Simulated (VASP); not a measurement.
A run of VASP 6.6.1 is set up as follows.

Contents of INCAR:

```
SYSTEM = La2NbF3
  PREC = Accurate
  ENCUT = 520
  EDIFF = 1E-6
  ISMEAR = 0
  SIGMA = 0.1
  LREAL = .FALSE.
  LASPH = .TRUE.
  NELM = 150
  ALGO = Normal
  ISIF = 2
  LWAVE = .FALSE.
  LCHARG = .FALSE.
  ISPIN = 2
  MAGMOM = -0.05 -0.05 3.51 0.01 0.01 0.01
  LORBIT = 11
  LMAXMIX = 6
  GGA = PE
  NBANDS = 41
```

File KPOINTS:

```
Automatic mesh
0
G
  3 3 4
  0 0 0
```

Contents of POSCAR:

```
La2NbF3
1.0
    7.7875601380      0.0000000000      0.0000000000
   -3.8937800690      6.7442249130      0.0000000000
    0.0000000000      0.0000000000      3.6216079356
La Nb F
2 1 3
Direct
    0.3333333333      0.6666666667      0.0000000000
    0.6666666667      0.3333333333      0.0000000000
    0.0000000000      0.0000000000      0.0000000000
    0.5000000000      0.0000000000      0.0000000000
    0.0000000000      0.5000000000      0.0000000000
    0.5000000000      0.5000000000      0.0000000000
```

Potentials or basis: VASP PAW PBE potentials, release 64 (La, Nb_sv, F).

Command:

```sh
$ cat potpaw_PBE.64/La/POTCAR potpaw_PBE.64/Nb_sv/POTCAR potpaw_PBE.64/F/POTCAR > POTCAR
$ mpirun -np 1 vasp_std > vasp.out
```

Q: Estimate the site moments.

A: La -0.09; Nb +2.54; F +0.01 μB.

Q: What does it give for the pressure?

A: 0.2 GPa.

Caveat: the k points lie up to 0.43 Å⁻¹ apart.
